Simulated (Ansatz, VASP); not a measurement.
**Fe in VASP and in Ansatz**

```xyz
2
Lattice="2.8660 0.0000 0.0000 0.0000 2.8660 0.0000 0.0000 0.0000 2.8660" Properties=species:S:1:pos:R:3 pbc="T T T"
Fe   -0.0200    0.0000    0.0000
Fe    1.4903    1.4330    1.4330
```

Alike in both runs: task single point; functional PBE; k mesh 2 × 2 × 2; non-collinear spin.

|  | VASP | Ansatz |
| --- | --- | --- |
| version | VASP 6.6.1 | Ansatz development build ahead of 0.2.0 |
| potentials or method | VASP PAW PBE potentials, release 64 (Fe) | PAW (an earlier, plane waves, scalar-relativistic |
| plane-wave cutoff (eV) | 520 | 844 |
| occupations | fermi-dirac, width 0.272114 eV | fermi-dirac |

Ansatz gave:

```
net moment per atom (μB)                                      : 2.02
size of the moment on the site where the two differ most (μB) : 2.23
```

Question: Estimate VASP's values.

Answer: net moment per atom (μB): 2.16; size of the moment on the site where the two differ most (μB): 2.27.

The net moments are unlike, so the other rows may belong to different states. Site moments also hang on the region over which each program counts them.

The k mesh is coarse, so the values compare programs but aren't converged.
